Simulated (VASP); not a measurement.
The system is YbRe.

```
Yb Re
1.0
     3.34987    0.00000    0.00000
     0.00000    3.34987    0.00000
     0.00000    0.00000    3.34987
Yb Re
1 1
Cartesian
  0.0000 0.0000 0.0000
  1.6749 1.6749 1.6749
```

Base run:

| Quantity | Value |
| --- | --- |
| Program | VASP 6.6.1 |
| Functional | r2SCAN |
| Potentials or basis | VASP PAW PBE potentials, release 64 (Yb, Re) |
| Cutoff | 520 eV |
| k mesh | 10 × 10 × 10, shifted |
| Occupations | gaussian, width 0.05 eV |
| Spin | no spin polarisation |

Its results: band gap on the k mesh zero (an odd number of electrons rules out a gap without spin polarisation); pressure 0.0 GPa.

Problem. The run is repeated on the same cell with these changes: functional from r2SCAN to PBE; k mesh from 10 × 10 × 10, shifted to 15 × 15 × 15, through Γ. What comes out?

Solution. Band gap on the k mesh zero (an odd number of electrons rules out a gap without spin polarisation); pressure 2.9 GPa.

Several settings changed at once.

Caveats: spin-orbit coupling is left out, which moves the levels of the heavy elements; the PAW data sets were made with another functional, which shifts forces and pressure a little (at least some runs).
